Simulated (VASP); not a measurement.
# MnO in VASP: further runs

The runs below take MnO through single point, with PBE.

Everything below comes from runs of VASP 6.6.1. Logs are shortened: lines on timing, memory, paths and dates and some standing lists are left out, and cuts for length are marked.

## 1. The cell of the first run

The structure is cubic, space group Pm-3m (No. 221). Conventional cell: a = 2.725 Å, b = 2.725 Å, c = 2.725 Å, α = 90.00°, β = 90.00°, γ = 90.00°. Within 3.1 Å of Mn (site symmetry m-3m) lie 8 O at 2.36 Å and 6 Mn at 2.72 Å. Within 3.1 Å of O (site symmetry m-3m) lie 8 Mn at 2.36 Å and 6 O at 2.72 Å.

## 2. Single point, PBE, collinear spin, ferromagnetic start

File INCAR:

```
ALGO = Normal
EDIFF = 1E-6
ENCUT = 520
GGA = PE
ISIF = 2
ISMEAR = -1
ISPIN = 2
LASPH = T
LCHARG = F
LMAXMIX = 4
LORBIT = 11
LREAL = F
LWAVE = F
MAGMOM = 4 0
NBANDS = 20
NELM = 150
PREC = Accurate
SIGMA = 0.05
```

File KPOINTS:

```
k-points
0
Gamma
  10 10 10
```

File POSCAR:

```
MnO
1.0
    2.7248017442      0.0000000000      0.0000000000
    0.0000000000      2.7248017442      0.0000000000
    0.0000000000      0.0000000000      2.7248017442
Mn O
1 1
Direct
    0.0000000000      0.0000000000      0.0000000000
    0.5000000000      0.5000000000      0.5000000000
```

Potentials or basis: VASP PAW PBE potentials, release 64 (Mn_pv, O).

Command:

```sh
$ cat potpaw_PBE.64/Mn_pv/POTCAR potpaw_PBE.64/O/POTCAR > POTCAR
$ mpirun -np 1 vasp_std > vasp.out
```

OUTCAR:

```text
EDIFF = 1E-6
   ENCUT = 520
   GGA = PE
   ISIF = 2
   ISMEAR = -1
   ISPIN = 2
   LASPH = T
   LORBIT = 11
   LREAL = F
   NELM = 150
   PREC = Accurate

 ion  position               nearest neighbor table
   1  0.000  0.000  0.000-   2 2.36   2 2.36   2 2.36   2 2.36   2 2.36   2 2.36   2 2.36   2 2.36

   2  0.500  0.500  0.500-   1 2.36   1 2.36   1 2.36   1 2.36   1 2.36   1 2.36   1 2.36   1 2.36

  LATTYP: Found a simple cubic cell.
 ALAT       =     2.7248017442

  Lattice vectors:

 A1 = (   2.7248017442,   0.0000000000,   0.0000000000)
 A2 = (   0.0000000000,   2.7248017442,   0.0000000000)
 A3 = (   0.0000000000,   0.0000000000,   2.7248017442)

Analysis of symmetry for initial positions (statically):
=====================================================================
 Subroutine PRICEL returns:
 Original cell was already a primitive cell.

 Routine SETGRP: Setting up the symmetry group for a
 simple cubic supercell.

 Subroutine GETGRP returns: Found 48 space group operations
 (whereof 48 operations were pure point group operations)
 out of a pool of 48 trial point group operations.

The static configuration has the point symmetry O_h .

Analysis of symmetry for dynamics (positions and initial velocities):
=====================================================================
 Subroutine PRICEL returns:
 Original cell was already a primitive cell.

 Routine SETGRP: Setting up the symmetry group for a
 simple cubic supercell.

 Subroutine GETGRP returns: Found 48 space group operations
 (whereof 48 operations were pure point group operations)
 out of a pool of 48 trial point group operations.

The dynamic configuration has the point symmetry O_h .

Analysis of structural, dynamic, and magnetic symmetry:
=====================================================================
 Subroutine PRICEL returns:
 Original cell was already a primitive cell.

 Routine SETGRP: Setting up the symmetry group for a
 simple cubic supercell.

 Subroutine GETGRP returns: Found 48 space group operations
 (whereof 48 operations were pure point group operations)
 out of a pool of 48 trial point group operations.

The overall configuration has the point symmetry O_h .

 Subroutine INISYM returns: Found 48 space group operations
 (whereof 48 operations are pure point group operations),
 and found     1 'primitive' translations

----------------------------------------------------------------------------------------

                                     Primitive cell

  volume of cell :      20.2304

  direct lattice vectors                    reciprocal lattice vectors
     2.724801744  0.000000000  0.000000000     0.366999178  0.000000000  0.000000000
     0.000000000  2.724801744  0.000000000     0.000000000  0.366999178  0.000000000
     0.000000000  0.000000000  2.724801744     0.000000000  0.000000000  0.366999178

  length of vectors
     2.724801744  2.724801744  2.724801744     0.366999178  0.366999178  0.366999178

  position of ions in fractional coordinates (direct lattice)
     0.000000000  0.000000000  0.000000000
     0.500000000  0.500000000  0.500000000

  ion indices of the primitive-cell ions
   primitive index   ion index
                 1           1
                 2           2

----------------------------------------------------------------------------------------

 KPOINTS: k-points

Automatic generation of k-mesh.
 Grid dimensions read from file:
 generate k-points for:   10   10   10

 Generating k-lattice:

  Cartesian coordinates                     Fractional coordinates (reciprocal lattice)
     0.036699918  0.000000000  0.000000000     0.100000000  0.000000000  0.000000000
     0.000000000  0.036699918  0.000000000     0.000000000  0.100000000  0.000000000
     0.000000000  0.000000000  0.036699918     0.000000000  0.000000000  0.100000000

  Length of vectors
     0.036699918  0.036699918  0.036699918

  Shift w.r.t. Gamma in fractional coordinates (k-lattice)
     0.000000000  0.000000000  0.000000000

 Subroutine IBZKPT returns following result:
 ===========================================

 Found     56 irreducible k-points:

 Following reciprocal coordinates:
            Coordinates               Weight
  0.000000  0.000000  0.000000      1.000000
  0.100000  0.000000  0.000000      6.000000
  0.200000  0.000000  0.000000      6.000000
  0.300000  0.000000  0.000000      6.000000
  0.400000  0.000000  0.000000      6.000000
  0.500000  0.000000  0.000000      3.000000
[... 16 lines left out ...]
  0.200000  0.100000  0.100000     24.000000
  0.300000  0.100000  0.100000     24.000000
 [... further k-points ...]
   k-points           NKPTS =     56   k-points in BZ     NKDIM =     56   number of bands    NBANDS=     20
   number of dos      NEDOS =    301   number of ions     NIONS =      2
   total plane-waves  NPLWV =   8000
   dimension x,y,z NGX =    20 NGY =   20 NGZ =   20
   dimension x,y,z NGXF=    40 NGYF=   40 NGZF=   40
   ions per type =               1   1
   NGX,Y,Z   is equivalent  to a cutoff of  12.20, 12.20, 12.20 a.u.
   NGXF,Y,Z  is equivalent  to a cutoff of  24.40, 24.40, 24.40 a.u.
 SYSTEM =  unknown system
   PREC   = accura    normal or accurate (medium, high low for compatibility)
   ISTART =      0    job   : 0-new  1-cont  2-samecut
   ICHARG =      2    charge: 1-file 2-atom 10-const
   ISPIN  =      2    spin polarized calculation?
   LNONCOLLINEAR =      F non collinear calculations
   LSORBIT =      F    spin-orbit coupling
   LASPH  =      T    aspherical Exc in radial PAW
   ENCUT  =  520.0 eV  38.22 Ry    6.18 a.u.   5.07  5.07  5.07*2*pi/ulx,y,z
   NELM   =    150;   NELMIN=  2; NELMDL= -5     # of ELM steps
   EDIFF  = 0.1E-05   stopping-criterion for ELM
   LREAL  =      F    real-space projection
[... 7 lines left out ...]
   TEBEG  =    0.0;   TEEND  =   0.0 temperature during run
   PSTRESS=    0.0 pullay stress
   NELECT =      19.0000    total number of electrons
   NUPDOWN=      -1.0000    fix difference up-down
   EMIN   =  10.00;   EMAX   =-10.00  energy-range for DOS
   EFERMI =   0.00;   METHOD = LEGACY
   ISMEAR =    -1;   SIGMA  =   0.05  broadening in eV -4-tet -1-fermi 0-gaus
   EFERMI_NEDOS =   21; number of points for ismear=-14 and -15
   IALGO  =     38    algorithm
   IMIX   =      4    mixing-type and parameters
     AMIX     =   0.40;   BMIX     =  1.00
     AMIX_MAG =   1.60;   BMIX_MAG =  1.00
  volume/ion in A,a.u.               =      10.12        68.26
  Fermi-wavevector in a.u.,A,eV,Ry     =   1.603213  3.029633 34.970928  2.570291
  Thomas-Fermi vector in A             =   2.699911
   LORBIT       =     11    0 simple, 1 ext, 2 COOP (PROOUT), +10 PAW based schemes
   GGA     = PE    functional components
   LHFCALC =     F    Hartree Fock is set to
   AEXX    =    0.0000 exact exchange contribution
   IVDW    =     0    specifies the selected vdW correction
   LEPSILON=     F    determine dielectric tensor
   LRPA    =     F    only Hartree local field effects (RPA)
 spin polarized calculation
  energy-cutoff  :      520.00
  volume of cell :       20.23
 maximum number of plane-waves:       554
   NGX = 11   NGY = 11   NGZ = 11

 number of electron      19.0000002 magnetization       4.7721885

 Free energy of the ion-electron system (eV)
  ---------------------------------------------------
  ext. energy  EPLUGINS =         0.00000000
  ---------------------------------------------------
  free energy    TOTEN  =       -15.31458177 eV

  energy without entropy =      -15.30188418  energy(sigma->0) =      -15.30823298

 E-fermi :   7.8376     XC(G=0): -12.4388

 val. band max:        7.8151255991   @ k =   0.4000   0.4000   0.3000
 cond. band min:       7.8472396794   @ k =   0.5000   0.0000   0.0000
 fundamental gap:      0.0321140803
 Fermi energy:         7.8375843626

 spin component 1

 k-point     1 :       0.0000    0.0000    0.0000
  band No.  band energies     occupation
      1     -42.3310      1.00000
      2     -42.3310      1.00000
      3     -42.3310      1.00000
      4     -11.8883      1.00000
      5       3.5678      1.00000
      6       3.5678      1.00000
[... 12 lines left out ...]
     19      35.7327      0.00000
     20      35.7327      0.00000

 k-point     2 :       0.1000    0.0000    0.0000
  band No.  band energies     occupation
      1     -42.3461      1.00000
      2     -42.3298      1.00000
      3     -42.3298      1.00000
      4     -11.8003      1.00000
      5       3.2527      1.00000
      6       3.6015      1.00000
[... 498 lines left out ...]
 k-point    24 :       0.3000    0.1000    0.1000
  band No.  band energies     occupation
      1     -42.4304      1.00000
      2     -42.3363      1.00000
      3     -42.3353      1.00000
      4     -11.1095      1.00000
      5       1.0883      1.00000
      6       3.3920      1.00000
[... 12 lines left out ...]
     19      31.1835      0.00000
     20      32.3154      0.00000

 [... further k-points ...]

 spin component 2

 k-point     1 :       0.0000    0.0000    0.0000
  band No.  band energies     occupation
      1     -37.7140      1.00000
      2     -37.7140      1.00000
      3     -37.7140      1.00000
      4     -11.4327      1.00000
      5       5.5432      1.00000
      6       5.5432      1.00000
[... 12 lines left out ...]
     19      36.7903      0.00000
     20      36.7903      0.00000

 k-point     2 :       0.1000    0.0000    0.0000
  band No.  band energies     occupation
      1     -37.7315      1.00000
      2     -37.7125      1.00000
      3     -37.7125      1.00000
      4     -11.3469      1.00000
      5       4.6787      1.00000
      6       5.5025      1.00000
[... 498 lines left out ...]
 k-point    24 :       0.3000    0.1000    0.1000
  band No.  band energies     occupation
      1     -37.8291      1.00000
      2     -37.7197      1.00000
      3     -37.7182      1.00000
      4     -10.6736      1.00000
      5       2.0619      1.00000
      6       4.8261      1.00000
[... 12 lines left out ...]
     19      33.0402      0.00000
     20      33.6848      0.00000

 [... further k-points ...]
[... 5 lines left out ...]
  --------------------------------------------------------------------------------------
  -------------------------------------------------------------------------------------
  Total        0.6416679      0.6416679      0.6416679     -0.0000000     -0.0000000      0.0000000
  in kB       50.8178373     50.8178373     50.8178373     -0.0000000     -0.0000000      0.0000000
  external PRESSURE =      50.8178373 kB  Pullay stress =       0.0000000 kB

 VOLUME and BASIS-vectors are now :
 -----------------------------------------------------------------------------
  energy-cutoff  :      520.00
  volume of cell :       20.23
      direct lattice vectors                 reciprocal lattice vectors
     2.724801744  0.000000000  0.000000000     0.366999178  0.000000000  0.000000000
     0.000000000  2.724801744  0.000000000     0.000000000  0.366999178  0.000000000
     0.000000000  0.000000000  2.724801744     0.000000000  0.000000000  0.366999178

 POSITION                                       TOTAL-FORCE (eV/Angst)
 -----------------------------------------------------------------------------------
      0.00000      0.00000      0.00000         0.000000      0.000000      0.000000
      1.36240      1.36240      1.36240         0.000000      0.000000      0.000000
 -----------------------------------------------------------------------------------
    total drift:                                0.000000      0.000000      0.000000

  FREE ENERGIE OF THE ION-ELECTRON SYSTEM (eV)
  ---------------------------------------------------
  free  energy   TOTEN  =       -15.3145817686 eV

  energy  without entropy=      -15.3018841839  energy(sigma->0) =      -15.30823298

 total charge

# of ion       s       p       d       tot
------------------------------------------
    1        0.207   6.176   4.981  11.364
    2        1.571   3.378   0.000   4.948
--------------------------------------------------
tot          1.778   9.554   4.981  16.312

 magnetization (x)

# of ion       s       p       d       tot
------------------------------------------
    1        0.034   0.039   4.245   4.318
    2        0.027   0.194   0.000   0.221
--------------------------------------------------
tot          0.061   0.233   4.245   4.538
```

Wall time 24 s (1 thread of Intel Xeon Platinum 8559C (Emerald Rapids), shared host); peak memory 0.15 GiB.

Results:

| Property | Result |
| --- | --- |
| Free energy | -15.3146 eV |
| Pressure | 5.1 GPa |
| Net moment | 4.77 μB per cell |
| Site moments | Mn +4.32; O +0.22 μB |
| Valence electrons inside the program's atomic spheres | Mn 11.36; O 4.95 |

Caveat: a cell with one magnetic atom can't hold antiferromagnetic order, which such compounds often take; semilocal functionals often make such compounds metallic where correlation or magnetic order opens a gap, which also shifts bond lengths. With open d or f shells a metallic result of PBE can be an artefact of self-interaction; +U or a hybrid may open a gap.

## 3. Single point, PBE, collinear spin, ferromagnetic start (atoms moved at random)

File INCAR:

```
SYSTEM = MnO
PREC = Accurate
ENCUT = 520
EDIFF = 1E-7
ISMEAR = -1
SIGMA = 0.05
LREAL = .FALSE.
LASPH = .TRUE.
NELM = 150
ALGO = Normal
ISIF = 2
LWAVE = .FALSE.
LCHARG = .TRUE.
ISPIN = 2
MAGMOM = 4 0
LORBIT = 11
LMAXMIX = 4
GGA = PE
LELF = .TRUE.
LVHAR = .TRUE.
NBANDS = 20
```

File KPOINTS:

```
regular mesh
0
G
  10 10 10
  0 0 0
```

File POSCAR:

```
MnO
1.0
    2.6723886600      0.0000000000      0.0000000000
    0.0000000000      2.6723886600      0.0000000000
    0.0000000000      0.0000000000      2.6723886600
Mn O
1 1
Direct
    0.0123160000      0.0026230000     -0.0035030000
    0.4844890000      0.5021670000      0.5003480000
```

Potentials or basis: VASP PAW PBE potentials, release 64 (Mn_pv, O).

Command:

```sh
$ cat potpaw_PBE.64/Mn_pv/POTCAR potpaw_PBE.64/O/POTCAR > POTCAR
$ mpirun -np 1 vasp_std > vasp.out
```

OUTCAR:

```text
SYSTEM = MnO
   PREC = Accurate
   ENCUT = 520
   EDIFF = 1E-7
   ISMEAR = -1
   LREAL = .FALSE.
   LASPH = .TRUE.
   NELM = 150
   ISIF = 2
   ISPIN = 2
   LORBIT = 11
   GGA = PE

 ion  position               nearest neighbor table
   1  0.012  0.003  0.996-   2 2.27   2 2.27   2 2.28   2 2.28   2 2.35   2 2.35   2 2.36   2 2.36

   2  0.484  0.502  0.500-   1 2.27   1 2.27   1 2.28   1 2.28   1 2.35   1 2.35   1 2.36   1 2.36

  LATTYP: Found a simple cubic cell.
 ALAT       =     2.6723886600

  Lattice vectors:

 A1 = (   2.6723886600,   0.0000000000,   0.0000000000)
[... 1318 lines left out ...]

 VOLUME and BASIS-vectors are now :
 -----------------------------------------------------------------------------
  energy-cutoff  :      520.00
  volume of cell :       19.09
      direct lattice vectors                 reciprocal lattice vectors
     2.672388660  0.000000000  0.000000000     0.374197068  0.000000000  0.000000000
     0.000000000  2.672388660  0.000000000     0.000000000  0.374197068  0.000000000
     0.000000000  0.000000000  2.672388660     0.000000000  0.000000000  0.374197068

 POSITION                                       TOTAL-FORCE (eV/Angst)
 -----------------------------------------------------------------------------------
      0.03291      0.00701      2.66303        -0.091682     -0.002055      0.014631
      1.29474      1.34199      1.33712         0.091682      0.002055     -0.014631
 -----------------------------------------------------------------------------------
    total drift:                               -0.000027     -0.000549      0.000936

  FREE ENERGIE OF THE ION-ELECTRON SYSTEM (eV)
  ---------------------------------------------------
  free  energy   TOTEN  =       -15.2701360527 eV

  energy  without entropy=      -15.2532943265  energy(sigma->0) =      -15.26171519

 total charge

# of ion       s       p       d       tot
------------------------------------------
    1        0.215   6.192   5.052  11.458
    2        1.574   3.376   0.000   4.951
--------------------------------------------------
tot          1.789   9.568   5.052  16.409

 magnetization (x)

# of ion       s       p       d       tot
------------------------------------------
    1        0.027   0.039   3.822   3.889
    2        0.026   0.088   0.000   0.114
--------------------------------------------------
tot          0.054   0.127   3.822   4.003
```

OSZICAR:

```text
N       E                     dE             d eps       ncg     rms          rms(c)
DAV:   1     0.166830247189E+03    0.16683E+03   -0.10210E+04 40600   0.117E+03
DAV:   2    -0.981656580843E+01   -0.17665E+03   -0.16458E+03 41424   0.332E+02
DAV:   3    -0.176783359927E+02   -0.78618E+01   -0.77524E+01 45128   0.749E+01
DAV:   4    -0.177295156165E+02   -0.51180E-01   -0.51170E-01 44824   0.620E+00
DAV:   5    -0.177298877973E+02   -0.37218E-03   -0.37218E-03 45528   0.529E-01    0.136E+01
DAV:   6    -0.158645292913E+02    0.18654E+01   -0.93385E+00 52096   0.353E+01    0.127E+01
DAV:   7    -0.153096224905E+02    0.55491E+00   -0.19527E+00 45968   0.208E+01    0.637E+00
DAV:   8    -0.152723869135E+02    0.37236E-01   -0.22574E-01 44912   0.431E+00    0.430E+00
DAV:   9    -0.152732817852E+02   -0.89487E-03   -0.57495E-02 48380   0.323E+00    0.141E+00
DAV:  10    -0.152703483942E+02    0.29334E-02   -0.27528E-02 42788   0.216E+00    0.608E-01
DAV:  11    -0.152700280779E+02    0.32032E-03   -0.30419E-03 46944   0.768E-01    0.161E-01
DAV:  12    -0.152701068594E+02   -0.78782E-04   -0.80258E-04 46384   0.277E-01    0.492E-02
DAV:  13    -0.152701346740E+02   -0.27815E-04   -0.62021E-05 44452   0.689E-02    0.263E-02
DAV:  14    -0.152701358289E+02   -0.11549E-05   -0.59300E-06 45444   0.261E-02    0.930E-03
DAV:  15    -0.152701359565E+02   -0.12761E-06   -0.94925E-07 44180   0.751E-03    0.276E-03
DAV:  16    -0.152701360527E+02   -0.96270E-07   -0.28915E-08 31292   0.205E-03
   1 F= -.15270136E+02 E0= -.15261715E+02  d E =-.168417E-01  mag=     4.1850
```

stdout:

```text
POSCAR found type information on POSCAR MnO
 POSCAR found :  2 types and       2 ions
 scaLAPACK will be used
 LDA part: xc-table for (Slater+PW92), standard interpolation
 POSCAR, INCAR and KPOINTS ok, starting setup
 FFT: planning ... GRIDC
 FFT: planning ... GRID_SOFT
 FFT: planning ... GRID
 WAVECAR not read
 entering main loop
```

It took 9.6 min on 1 thread of AMD EPYC 7R13, shared host; peak memory 0.34 GiB.

What came out:

```
Free energy                                           : -15.2701 eV
Pressure                                              : 6.2 GPa
Largest force                                         : 0.093 eV/Å
Net moment                                            : 4.18 μB per cell
Site moments                                          : Mn +3.89; O +0.11 μB
Valence electrons inside the program's atomic spheres : Mn 11.46; O 4.95
```

Forces in eV/Å, atoms in the order of the input:
```
Mn  -0.092 -0.002  0.015
O    0.092  0.002 -0.015
```

Caveat: the cell differs from its parent crystal (atoms moved at random); a cell with one magnetic atom can't hold antiferromagnetic order, which such compounds often take; semilocal functionals often make such compounds metallic where correlation or magnetic order opens a gap, which also shifts bond lengths.
